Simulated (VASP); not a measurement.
Write the native input for VASP 6.6.1 that does the following.

| Quantity | Value |
| --- | --- |
| Task | single point |
| Functional | PBE |
| Potentials or basis | VASP PAW PBE potentials, release 64 (Cd, Se) |
| Cutoff | 520 eV |
| k mesh | 6 × 6 × 2 |
| Occupations | gaussian, width 0.01 eV |
| Spin | no spin polarisation |
| Dipole correction | no |
| Further INCAR settings | ALGO = Normal; EDIFF = 1e-07; NBANDS = 46 |

The structure of CdSe lies in POSCAR:

```
CdSe
1.0
    4.4260932234      0.0000000000      0.0000000000
   -2.2130466117      3.8331091709      0.0000000000
    0.0000000000      0.0000000000     14.4469660836
Cd Se
4 4
Direct
    0.0000000000      0.0000000000     -0.0001635463
    0.3333333333      0.6666666667      0.2499698776
    0.0000000000      0.0000000000      0.4998364537
    0.6666666667      0.3333333333      0.7499698776
    0.0000000000      0.0000000000      0.1874660279
    0.3333333333      0.6666666667      0.4377276407
    0.0000000000      0.0000000000      0.6874660279
    0.6666666667      0.3333333333      0.9377276407
```

This cell differs from its parent crystal: volume changed by +3%.

These files were run (other wordings do the same):

INCAR

```
SYSTEM = CdSe
  PREC = Accurate
  ENCUT = 520
  EDIFF = 1E-7
  ISMEAR = 0
  SIGMA = 0.01
  LREAL = .False.
  LASPH = .True.
  NELM = 60
  ALGO = Normal
  ISIF = 2
  LWAVE = .False.
  LCHARG = .True.
  GGA = PE
  LELF = .True.
  LVHAR = .True.
  NBANDS = 46
```

KPOINTS

```
Automatic mesh
0
Gamma
  6 6 2
  0 0 0
```

Potentials or basis: VASP PAW PBE potentials, release 64 (Cd, Se).

Launch:

```sh
$ cat potpaw_PBE.64/Cd/POTCAR potpaw_PBE.64/Se/POTCAR > POTCAR
$ mpirun -np 1 vasp_std > vasp.out
```

It gave:

| Item | Value |
| --- | --- |
| Pressure | -1.0 GPa |
| Band gap on the k mesh | 0.45 eV, direct |

It took 2 min on 1 thread of Intel(R) Xeon(R) Platinum 8488C (Sapphire Rapids) (shared host), peak memory 0.42 GiB.
